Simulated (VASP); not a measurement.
# SnSe2 (P-3m1) in VASP: notebook, part 2 of 2

VASP 6.6.1.

## Step 4: Relaxation of cell and atoms, PBE+D3(BJ)

This run uses another cell than the first one, of 25.58 Å³/atom.

INCAR reads:

```
PREC = Accurate
ENCUT = 600
EDIFF = 1E-6
ISMEAR = 0
SIGMA = 0.02
LREAL = F
LASPH = T
NELM = 100
ALGO = Normal
ISIF = 3
LWAVE = F
LCHARG = F
GGA = PE
IVDW = 12
IBRION = 2
NSW = 100
EDIFFG = -0.005
```

KPOINTS reads:

```
Automatic mesh
0
Gamma
  12 12 6
```

POSCAR reads:

```
SnSe2
1.0
    3.8380776335      0.0000000000      0.0000000000
   -1.9190388167      3.3238727323      0.0000000000
    0.0000000000      0.0000000000      6.0146785272
Sn Se
1 2
Direct
    0.0000000000      0.0000000000      0.0000000000
    0.3333333333      0.6666666667      0.2650914469
    0.6666666667      0.3333333333      0.7349085531
```

Potentials or basis: VASP PAW PBE potentials, release 64 (Sn_d, Se).

Launch:

```bash
> cat potpaw_PBE.64/Sn_d/POTCAR potpaw_PBE.64/Se/POTCAR > POTCAR
> mpirun -np 1 vasp_std > vasp.out
```

OUTCAR:

```text
PREC = Accurate
   ENCUT = 600
   EDIFF = 1E-6
   ISMEAR = 0
   LREAL = F
   LASPH = T
   NELM = 100
   ISIF = 3
   GGA = PE
   IVDW = 12
   IBRION = 2
   NSW = 100
   EDIFFG = -0.005
 IVDW          = 12

 ion  position               nearest neighbor table
   1  0.000  0.000  0.000-   2 2.73   3 2.73   2 2.73   3 2.73   3 2.73   2 2.73
   2  0.333  0.667  0.265-   1 2.73   1 2.73   1 2.73
   3  0.667  0.333  0.735-   1 2.73   1 2.73   1 2.73

  LATTYP: Found a hexagonal cell.
 ALAT       =     3.8380776335
 C/A-ratio  =     1.5671070524

  Lattice vectors:

 A1 = (   3.8380776335,   0.0000000000,   0.0000000000)
 A2 = (  -1.9190388167,   3.3238727323,   0.0000000000)
 A3 = (   0.0000000000,   0.0000000000,   6.0146785272)

Analysis of symmetry for initial positions (statically):
=====================================================================
 Subroutine PRICEL returns:
 Original cell was already a primitive cell.

 Routine SETGRP: Setting up the symmetry group for a
 hexagonal supercell.

 Subroutine GETGRP returns: Found 12 space group operations
 (whereof 12 operations were pure point group operations)
 out of a pool of 24 trial point group operations.

The static configuration has the point symmetry D_3d.

Analysis of symmetry for dynamics (positions and initial velocities):
=====================================================================
 Subroutine PRICEL returns:
 Original cell was already a primitive cell.

 Routine SETGRP: Setting up the symmetry group for a
 hexagonal supercell.

 Subroutine GETGRP returns: Found 12 space group operations
 (whereof 12 operations were pure point group operations)
 out of a pool of 24 trial point group operations.

The dynamic configuration has the point symmetry D_3d.

 Subroutine INISYM returns: Found 12 space group operations
 (whereof 12 operations are pure point group operations),
 and found     1 'primitive' translations

----------------------------------------------------------------------------------------

                                     Primitive cell

  volume of cell :      76.7309
[... 97 lines left out ...]
   ISIF   =      3    stress and relaxation
   ISYM   =      2    0-nonsym 1-usesym 2-fastsym
   POTIM  = 0.5000    time-step for ionic-motion
   TEBEG  =    0.0;   TEEND  =   0.0 temperature during run
   PSTRESS=    0.0 pullay stress
   NELECT =      26.0000    total number of electrons
   NUPDOWN=      -1.0000    fix difference up-down
   EMIN   =  10.00;   EMAX   =-10.00  energy-range for DOS
   EFERMI =   0.00;   METHOD = LEGACY
   ISMEAR =     0;   SIGMA  =   0.02  broadening in eV -4-tet -1-fermi 0-gaus
   EFERMI_NEDOS =   21; number of points for ismear=-14 and -15
   IALGO  =     38    algorithm
   IMIX   =      4    mixing-type and parameters
     AMIX     =   0.40;   BMIX     =  1.00
     AMIX_MAG =   1.60;   BMIX_MAG =  1.00
  volume/ion in A,a.u.               =      25.58       172.60
  Fermi-wavevector in a.u.,A,eV,Ry     =   1.141324  2.156790 17.723239  1.302621
  Thomas-Fermi vector in A             =   2.278025
   LORBIT       =      0    0 simple, 1 ext, 2 COOP (PROOUT), +10 PAW based schemes
   GGA     = PE    functional components
   LHFCALC =     F    Hartree Fock is set to
   AEXX    =    0.0000 exact exchange contribution
   IVDW    =    12    specifies the selected vdW correction
   LEPSILON=     F    determine dielectric tensor
   LRPA    =     F    only Hartree local field effects (RPA)
 conjugate gradient relaxation of ions
 non-spin polarized calculation
 Gauss-broadening in eV      SIGMA  =   0.02
  energy-cutoff  :      600.00
  volume of cell :       76.73
 maximum number of plane-waves:      2599
 NGX is ok and might be reduce to    32
   NGX = 15   NGY = 15   NGZ = 25

--------------------------------------- Ionic step        1  -------------------------------------------

 number of electron      26.0000005 magnetization

 Free energy of the ion-electron system (eV)
  ---------------------------------------------------
  ext. energy  EPLUGINS =         0.00000000
  ---------------------------------------------------
  free energy    TOTEN  =       -11.80665759 eV

  energy without entropy =      -11.80665759  energy(sigma->0) =      -11.80665759

------------------------ aborting loop because EDIFF is reached ----------------------------------------

 Edisp (eV)   -1.09175

 E8    (eV) :    -0.4779
[... 278 lines left out ...]
--------------------------------------- Ionic step        8  -------------------------------------------

 number of electron      26.0000005 magnetization

 Free energy of the ion-electron system (eV)
  ---------------------------------------------------
  ext. energy  EPLUGINS =         0.00000000
  ---------------------------------------------------
  free energy    TOTEN  =       -11.80828062 eV

  energy without entropy =      -11.80828062  energy(sigma->0) =      -11.80828062

 E-fermi :   4.5876     XC(G=0):  -9.5565

 val. band max:        4.4307282788   @ k =   0.0833   0.0833   0.0000
 cond. band min:       4.7738149133   @ k =   0.0000   0.4167   0.3333
 fundamental gap:      0.3430866346
 Fermi energy:         4.5876108475

 k-point     1 :       0.0000    0.0000    0.0000
  band No.  band energies     occupation
      1     -16.9885      2.00000
      2     -16.9885      2.00000
      3     -16.9545      2.00000
      4     -16.9434      2.00000
      5     -16.9434      2.00000
      6      -9.5196      2.00000
[... 457 lines left out ...]
      4     -16.9460      2.00000
      5     -16.9423      2.00000
      6      -9.2044      2.00000
[... 9 lines left out ...]
     16       9.1313      0.00000
     17       9.4287      0.00000

 [... further k-points ...]

------------------------ aborting loop because EDIFF is reached ----------------------------------------

 Edisp (eV)   -1.09016

 E8    (eV) :    -0.4772
[... 26 lines left out ...]
  FREE ENERGIE OF THE ION-ELECTRON SYSTEM (eV)
  ---------------------------------------------------
  free  energy   TOTEN  =       -12.8984413962 eV

  energy  without entropy=      -12.8984413962  energy(sigma->0) =      -12.89844140

 reached required accuracy - stopping structural energy minimisation
```

OSZICAR:

```text
N       E                     dE             d eps       ncg     rms          rms(c)
DAV:   1     0.205422612375E+03    0.20542E+03   -0.13584E+04  3451   0.193E+03
DAV:   2     0.102482060554E+02   -0.19517E+03   -0.19149E+03  3723   0.420E+02
DAV:   3    -0.113158819282E+02   -0.21564E+02   -0.20627E+02  4313   0.123E+02
DAV:   4    -0.120406843863E+02   -0.72480E+00   -0.72364E+00  4136   0.234E+01
[... 46 lines left out ...]
       N       E                     dE             d eps       ncg     rms          rms(c)
DAV:   1    -0.118082881236E+02   -0.60819E-05   -0.31364E-04  3467   0.129E-01    0.149E-02
DAV:   2    -0.118082829594E+02    0.51642E-05   -0.20155E-05  4596   0.585E-02    0.909E-03
DAV:   3    -0.118082808134E+02    0.21460E-05   -0.40150E-06  3846   0.260E-02    0.325E-03
DAV:   4    -0.118082806215E+02    0.19185E-06   -0.85145E-07  1853   0.976E-03
   8 F= -.12898441E+02 E0= -.12898441E+02  d E =-.481983E-05
```

CONTCAR:

```text
SnSe2
   1.00000000000000
     3.8413247545777742    0.0000000000000489    0.0000000000000000
    -1.9206623772388023    3.3266848216424716    0.0000000000000000
     0.0000000000000000   -0.0000000000000000    6.0130537643548658
  Sn              Se
     1     2
Direct
     0.0000000000000000    0.0000000000000000    1.0000000000000000
     0.3333333332999970    0.6666666667000030    0.2651521635489282
     0.6666666667000030    0.3333333332999970    0.7348478364510718

  0.00000000E+00  0.00000000E+00  0.00000000E+00
  0.00000000E+00  0.00000000E+00  0.00000000E+00
  0.00000000E+00  0.00000000E+00  0.00000000E+00
```

Run time: 7.9 min. Hardware: 1 thread of Intel Xeon Platinum 8488C (Sapphire Rapids), shared host; peak memory 0.34 GiB.

What came out:

```yaml
Free_energy: -12.8984 eV
Relaxed_volume: 25.61 Å³/atom
Relaxed_cell: a = 3.841 Å, b = 3.841 Å, c = 6.013 Å, α = 90.00°, β = 90.00°, γ = 120.00°
Space_group_after_relaxing_to_0.1_Å: P-3m1 (No. 164)
Energy_gained_by_relaxing: 0.0 meV/atom
Ionic_steps: 8
Pressure_after_relaxing: 0.0 GPa
Largest_force_after_relaxing: 0.004 eV/Å
Band_gap_on_the_k_mesh: 0.34 eV (least direct gap 0.81 eV)
Dispersion_energy_per_atom: -0.363 eV
```

Forces on the atoms (eV/Å):
```
Sn   0.000  0.000  0.000
Se   0.000  0.000  0.004
Se   0.000  0.000 -0.004
```

Final structure:
```yaml
crystal:
  lattice:
    - [3.84132, 0.00000, 0.00000]
    - [-1.92066, 3.32668, 0.00000]
    - [0.00000, 0.00000, 6.01305]
  atoms:
    - { symbol: Sn, position: [0.00000, 0.00000, 0.00000] }
    - { symbol: Se, position: [0.33333, 0.66667, 0.26515] }
    - { symbol: Se, position: [0.66667, 0.33333, 0.73485] }
```

Caveat: spin-orbit coupling is left out, which moves the levels of the heavy elements. A k mesh can miss the band edges.

## Step 5: Single point, PBE+D3(BJ)

This run uses another cell than the first one, of 25.58 Å³/atom.

INCAR reads:

```
SYSTEM = SnSe2
  ALGO = Normal
  EDIFF = 1E-6
  ENCUT = 520
  GGA = PE
  ISIF = 2
  ISMEAR = 0
  IVDW = 12
  LASPH = .True.
  LCHARG = .False.
  LREAL = .False.
  LWAVE = .False.
  NBANDS = 20
  NELM = 60
  PREC = Accurate
  SIGMA = 0.02
```

KPOINTS reads:

```
k-points
0
Gamma
  12 12 6
  0 0 0
```

POSCAR reads:

```
SnSe2
1.0
    3.8380776313      0.0000000000      0.0000000000
   -1.9190388156      3.3238727304      0.0000000000
    0.0000000000      0.0000000000      6.0146785270
Sn Se
1 2
Direct
    0.0000000000      0.0000000000      0.0000000000
    0.3333333333      0.6666666667      0.2650914472
    0.6666666667      0.3333333333      0.7349085528
```

Potentials or basis: VASP PAW PBE potentials, release 64 (Sn_d, Se).

Launch:

```bash
> cat potpaw_PBE.64/Sn_d/POTCAR potpaw_PBE.64/Se/POTCAR > POTCAR
> mpirun -np 1 vasp_std > vasp.out
```

OUTCAR:

```text
SYSTEM = SnSe2
   EDIFF = 1E-6
   ENCUT = 520
   GGA = PE
   ISIF = 2
   ISMEAR = 0
   IVDW = 12
   LASPH = .True.
   LREAL = .False.
   NELM = 60
   PREC = Accurate
 IVDW          = 12

 ion  position               nearest neighbor table
   1  0.000  0.000  0.000-   2 2.73   3 2.73   2 2.73   3 2.73   3 2.73   2 2.73
   2  0.333  0.667  0.265-   1 2.73   1 2.73   1 2.73
   3  0.667  0.333  0.735-   1 2.73   1 2.73   1 2.73

  LATTYP: Found a hexagonal cell.
 ALAT       =     3.8380776313
 C/A-ratio  =     1.5671070533

  Lattice vectors:

 A1 = (   3.8380776313,   0.0000000000,   0.0000000000)
 A2 = (  -1.9190388156,   3.3238727304,   0.0000000000)
 A3 = (   0.0000000000,   0.0000000000,   6.0146785270)

Analysis of symmetry for initial positions (statically):
=====================================================================
 Subroutine PRICEL returns:
 Original cell was already a primitive cell.

 Routine SETGRP: Setting up the symmetry group for a
 hexagonal supercell.

 Subroutine GETGRP returns: Found 12 space group operations
 (whereof 12 operations were pure point group operations)
 out of a pool of 24 trial point group operations.

[... 162 lines left out ...]

  energy without entropy =      -11.80664654  energy(sigma->0) =      -11.80664654

 E-fermi :   4.6144     XC(G=0):  -9.5632

 val. band max:        4.4418048980   @ k =   0.0833   0.0833   0.0000
 cond. band min:       4.7903634161   @ k =   0.0000   0.4167   0.3333
 fundamental gap:      0.3485585181
 Fermi energy:         4.6143641596

 k-point     1 :       0.0000    0.0000    0.0000
  band No.  band energies     occupation
      1     -16.9754      2.00000
      2     -16.9754      2.00000
      3     -16.9410      2.00000
      4     -16.9298      2.00000
      5     -16.9298      2.00000
      6      -9.5158      2.00000
[... 541 lines left out ...]
     19      12.1532      0.00000
     20      13.1203      0.00000

 [... further k-points ...]

------------------------ aborting loop because EDIFF is reached ----------------------------------------

 Edisp (eV)   -1.09175

 E8    (eV) :    -0.4779

  FORCE on cell =-STRESS in cart. coord.  units (eV):
  Direction    XX          YY          ZZ          XY          YZ          ZX
  --------------------------------------------------------------------------------------
  -------------------------------------------------------------------------------------
  Total       0.04906     0.04906     0.02790     0.00000     0.00000    -0.00000
  in kB       1.02435     1.02435     0.58246     0.00000     0.00000    -0.00000
  external pressure =        0.88 kB  Pullay stress =        0.00 kB

 VOLUME and BASIS-vectors are now :
 -----------------------------------------------------------------------------
  energy-cutoff  :      520.00
  volume of cell :       76.73
      direct lattice vectors                 reciprocal lattice vectors
     3.838077631  0.000000000  0.000000000     0.260547101  0.150426939  0.000000000
    -1.919038816  3.323872730  0.000000000     0.000000000  0.300853878  0.000000000
     0.000000000  0.000000000  6.014678527     0.000000000  0.000000000  0.166259925

 POSITION                                       TOTAL-FORCE (eV/Angst)
 -----------------------------------------------------------------------------------
      0.00000      0.00000      0.00000         0.000000     -0.000000      0.000000
     -0.00000      2.21592      1.59444        -0.000000      0.000000      0.012400
      1.91904      1.10796      4.42024         0.000000     -0.000000     -0.012400
 -----------------------------------------------------------------------------------
    total drift:                               -0.000000     -0.000000      0.000000

  FREE ENERGIE OF THE ION-ELECTRON SYSTEM (eV)
  ---------------------------------------------------
  free  energy   TOTEN  =       -12.8983916099 eV

  energy  without entropy=      -12.8983916099  energy(sigma->0) =      -12.89839161
```

OSZICAR:

```text
N       E                     dE             d eps       ncg     rms          rms(c)
DAV:   1     0.205979440056E+03    0.20598E+03   -0.12196E+04  4100   0.148E+03
DAV:   2     0.116640271985E+02   -0.19432E+03   -0.18700E+03  4268   0.391E+02
DAV:   3    -0.112280649008E+02   -0.22892E+02   -0.22323E+02  4864   0.114E+02
DAV:   4    -0.120365026538E+02   -0.80844E+00   -0.80705E+00  4704   0.221E+01
DAV:   5    -0.120557672796E+02   -0.19265E-01   -0.19263E-01  5536   0.366E+00    0.491E+00
DAV:   6    -0.118201710628E+02    0.23560E+00   -0.51379E-01  5980   0.721E+00    0.316E+00
DAV:   7    -0.118058711739E+02    0.14300E-01   -0.14173E-01  4624   0.229E+00    0.104E+00
DAV:   8    -0.118061232467E+02   -0.25207E-03   -0.11002E-02  4888   0.946E-01    0.271E-01
DAV:   9    -0.118066099380E+02   -0.48669E-03   -0.15032E-03  4568   0.286E-01    0.822E-02
DAV:  10    -0.118066182790E+02   -0.83410E-05   -0.12236E-04  5104   0.743E-02    0.321E-02
DAV:  11    -0.118066465588E+02   -0.28280E-04   -0.43578E-05  4404   0.366E-02    0.900E-03
DAV:  12    -0.118066465362E+02    0.22660E-07   -0.22666E-06  4368   0.110E-02
   1 F= -.12898392E+02 E0= -.12898392E+02  d E =-.385127E-36
```

stdout:

```text
POSCAR found type information on POSCAR SnSe
 POSCAR found :  2 types and       3 ions
 scaLAPACK will be used
 LDA part: xc-table for (Slater+PW92), standard interpolation
 POSCAR, INCAR and KPOINTS ok, starting setup
 FFT: planning ... GRIDC
 FFT: planning ... GRID_SOFT
 FFT: planning ... GRID
 WAVECAR not read
 entering main loop
```

It took 3.8 min on 1 thread of AMD EPYC 7R13, shared host; peak memory 0.28 GiB.

What came out:

```yaml
Free_energy: -12.8984 eV
Pressure: 0.1 GPa
Largest_force: 0.012 eV/Å
Band_gap_on_the_k_mesh: 0.35 eV (least direct gap 0.83 eV)
Dispersion_energy_per_atom: -0.364 eV
```

Forces in eV/Å, atoms in the order of the input:
```
Sn   0.000  0.000  0.000
Se   0.000  0.000  0.012
Se   0.000  0.000 -0.012
```

Levels at points of the mesh, in eV from the valence-band top:
| k point | band 9 | band 10 | band 11 | band 12 | band 13 | band 14 | band 15 | band 16 | band 17 | band 18 |
| --- | --- | --- | --- | --- | --- | --- | --- | --- | --- | --- |
| (0.00, 0.00, 0.00) | -0.74 | -0.74 | -0.57 | -0.57 | -0.14 | 0.69 | 2.90 | 4.47 | 4.47 | 8.05 |
| (0.50, 0.00, 0.00) | -4.38 | -3.26 | -2.68 | -1.69 | -0.40 | 1.09 | 3.48 | 4.88 | 4.99 | 6.80 |
| (0.00, 0.00, 0.50) | -2.47 | -0.90 | -0.90 | -0.31 | -0.31 | 2.38 | 2.76 | 4.09 | 4.09 | 7.35 |
| (0.50, 0.00, 0.50) | -5.04 | -2.40 | -2.08 | -1.12 | -1.00 | 0.59 | 3.88 | 4.50 | 5.71 | 5.94 |

Caveat: spin-orbit coupling is left out, which moves the levels of the heavy elements. A k mesh can miss the band edges.

## Step 6: Overview

| task | level | potentials or basis | cell | cutoff (eV) | gap on the mesh (eV) | pressure (GPa) | largest force (eV/Å) |
| --- | --- | --- | --- | --- | --- | --- | --- |
| relaxation of shape and atoms at fixed volume | PBE+D3(BJ) | VASP PAW PBE potentials, release 64 (Sn_d, Se) | relaxed from a = 3.764, b = 3.764, c = 5.690 Å, angles 90.0, 90.0, 120.0°, 3 atoms, atomic positions A | 600 | none | 4.1 | - |
| single point | LDA | VASP PAW LDA potentials, release 64 (Sn_d, Se) | a = 3.838, b = 3.838, c = 6.015 Å, angles 90.0, 90.0, 120.0°, 3 atoms, atomic positions B | 520 | 0.22 | -2.1 | 0.21 |
| relaxation of cell and atoms | PBE+D3(BJ) | VASP PAW PBE potentials, release 64 (Sn_d, Se) | relaxed from a = 3.838, b = 3.838, c = 6.015 Å, angles 90.0, 90.0, 120.0°, 3 atoms, atomic positions B | 600 | 0.34 | 0.0 | - |
| single point | PBE+D3(BJ) | VASP PAW PBE potentials, release 64 (Sn_d, Se) | a = 3.838, b = 3.838, c = 6.015 Å, angles 90.0, 90.0, 120.0°, 3 atoms, atomic positions B | 520 | 0.35 | 0.1 | 0.01 |

Alike in all rows: no spin polarisation; k mesh 12 × 12 × 6; smearing gaussian 0.02 eV.

Caveats: spin-orbit coupling is left out, which moves the levels of the heavy elements; semilocal functionals underestimate gaps, so a narrow gap can read as zero (at least some runs).

Absolute energies hang on the potentials; compare differences alone.
